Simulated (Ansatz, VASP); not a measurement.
## P5C in VASP and in Ansatz

```
P C
1.0
     4.35415    0.00000    0.00000
    -2.17707    3.77080    0.00000
     0.00000    0.00000    4.73225
P C
5 1
Direct
  0.66667 0.33333 0.74103
  0.00000 0.00000 0.00000
  0.66667 0.33333 0.25897
  0.33333 0.66667 0.25897
  0.33333 0.66667 0.74103
  0.00000 0.00000 0.50000
```

Change from the starting cell: species swapped into the BaSn5 type (P6/mmm, No. 191).

Alike in both runs: functional PBE; k mesh 6 × 6 × 4; occupations gaussian, width 0.1 eV; collinear spin.

Ansatz relaxed the structure, and its values are those at the end. VASP's run is a single point on that final structure, the one shown.

```csv
,VASP,Ansatz
version,VASP 6.6.1,Ansatz 0.2.0
potentials or method,"VASP PAW PBE potentials, release 64 (P, C), cutoff 520 eV","scalar-relativistic, plane waves, PAW"
valence electrons in the cell,29,29
```

```csv
,VASP,Ansatz,Ansatz less VASP
gap on the k mesh at the Fermi level (eV),none,none,-
pressure (GPa),-0.2,0.0,+0.22
rms of the force components (eV/Å),0.005,0.010,+0.0049
net moment per atom (μB),0.00,0.00,0.000
```

A gap of «none» marks a metal or a gap that the smearing closes. Ansatz's warnings: seeded moment not kept.
